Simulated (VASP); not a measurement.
AlSn:

```
Sn Al
1.0
     4.14137    0.00000    0.00000
    -2.07068    3.58653    0.00000
     0.00000    0.00000    3.26215
Sn Al
1 1
Direct
  0.33333 0.66667 0.50000
  0.00000 0.00000 0.00000
```

Program: VASP 6.6.1. Alike in all runs: task single point; no spin polarisation; cell as given; cutoff (eV) 520; smearing fermi-dirac 0.05 eV. Hardware: 1 thread of Intel(R) Xeon(R) Platinum 8488C (Sapphire Rapids), on a shared host.

Task: Order these runs on this cell by their wall time, lowest first.
A. level PBE0; potentials or basis VASP PAW PBE potentials, release 64 (Sn_d, Al); k mesh 4 × 4 × 6; grid for exact exchange (PRECFOCK) Normal
B. level r2SCAN; potentials or basis VASP PAW PBE potentials, release 64 (Sn_d, Al); k mesh 7 × 7 × 8
C. level PBE; potentials or basis VASP PAW PBE potentials, release 64 (Sn_d, Al); k mesh 7 × 7 × 8
D. level LDA; potentials or basis VASP PAW LDA potentials, release 64 (Sn_d, Al); k mesh 7 × 7 × 8

Result: C (11 s), D (25 s), B (67 s), A (610 s).

Caveats: some runs use coarse meshes.
